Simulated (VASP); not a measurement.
Tl2PtS3:

```xyz
6
Lattice="3.7471 0.0297 -0.0040 -1.8478 3.1408 0.0286 -0.0119 0.0910 11.0327" Properties=species:S:1:pos:R:3 pbc="T T T"
Tl    0.0376    2.1091    9.4306
Tl    2.0911    0.9097    1.8306
Pt   -0.0255    0.2162    5.2241
S     0.1280    2.1170    4.1662
S     2.0447    1.4159    6.6861
S    -0.0636   -0.0876    0.0865
```

* Program: VASP 6.6.1
* Task: relaxation of cell and atoms
* Functional: PBEsol
* Potentials or basis: VASP PAW PBE potentials, release 64 (Tl_d, Pt, S)
* Cutoff: 600 eV
* k mesh: 6 × 6 × 2
* Occupations: fermi-dirac, width 0.05 eV
* Spin: no spin polarisation

At the start: pressure 2.5 GPa; volume 21.74 Å³/atom.

**Question.** Where does the relaxation end?

**Answer.** Over 64 steps the energy falls by 162.7 meV/atom and the volume is 21.96 Å³/atom (+1.0 %); space group P1 (No. 1, to 0.1 Å) before, P-3m1 (No. 164, to 0.1 Å).

The path:
```tsv
step	energy change (eV)	largest force (eV/Å)	pressure (GPa)	volume (Å³)
1	0.0000	3.3653	2.46	130.44
3	-0.5665	1.4414	-2.86	135.92
5	-0.8142	0.9572	1.61	129.35
7	-0.9179	0.4799	0.22	131.93
9	-0.9369	0.2044	-0.27	132.86
11	-0.9438	0.2097	0.51	131.96
13	-0.9526	0.1734	-0.17	133.33
15	-0.9574	0.1309	-0.01	133.28
17	-0.9598	0.0765	0.13	133.19
19	-0.9614	0.0931	-0.19	133.71
21	-0.9628	0.0686	0.15	133.29
23	-0.9649	0.0826	-0.02	133.61
25	-0.9658	0.0413	-0.09	133.63
27	-0.9664	0.0564	0.18	133.06
29	-0.9672	0.0472	0.14	132.95
31	-0.9687	0.1740	-0.04	132.48
33	-0.9702	0.1261	-0.05	132.19
35	-0.9719	0.0802	0.01	131.63
37	-0.9732	0.0638	0.10	131.53
39	-0.9741	0.0378	-0.06	131.81
41	-0.9747	0.0353	0.01	131.70
43	-0.9753	0.0282	-0.06	131.70
45	-0.9754	0.0270	0.01	131.59
47	-0.9755	0.0339	0.05	131.57
49	-0.9757	0.0443	0.05	131.71
51	-0.9759	0.0192	-0.08	131.87
53	-0.9760	0.0150	0.01	131.75
55	-0.9760	0.0101	0.00	131.77
57	-0.9760	0.0105	0.01	131.77
59	-0.9761	0.0195	0.04	131.74
61	-0.9762	0.0112	-0.07	131.89
63	-0.9762	0.0103	-0.02	131.82
64	-0.9762	0.0095	0.01	131.77
```

Final structure:
```cif
data_structure
_symmetry_space_group_name_H-M 'P 1'
_symmetry_Int_Tables_number 1
_cell_length_a 3.7075
_cell_length_b 3.7057
_cell_length_c 11.0733
_cell_angle_alpha 90.011
_cell_angle_beta 90.076
_cell_angle_gamma 119.985
_cell_volume 131.77
loop_
_atom_site_label
_atom_site_type_symbol
_atom_site_fract_x
_atom_site_fract_y
_atom_site_fract_z
_atom_site_occupancy
Tl1 Tl 0.35562 0.67146 0.83100 1
Tl2 Tl 0.68848 0.33840 0.16228 1
Pt1 Pt 0.02307 0.00701 0.49714 1
S1 S 0.35570 0.67307 0.39408 1
S2 S 0.69012 0.34043 0.60025 1
S3 S 0.02256 0.00448 0.99648 1
```

Caveat: the PAW data sets were made with another functional, which shifts forces and pressure a little.
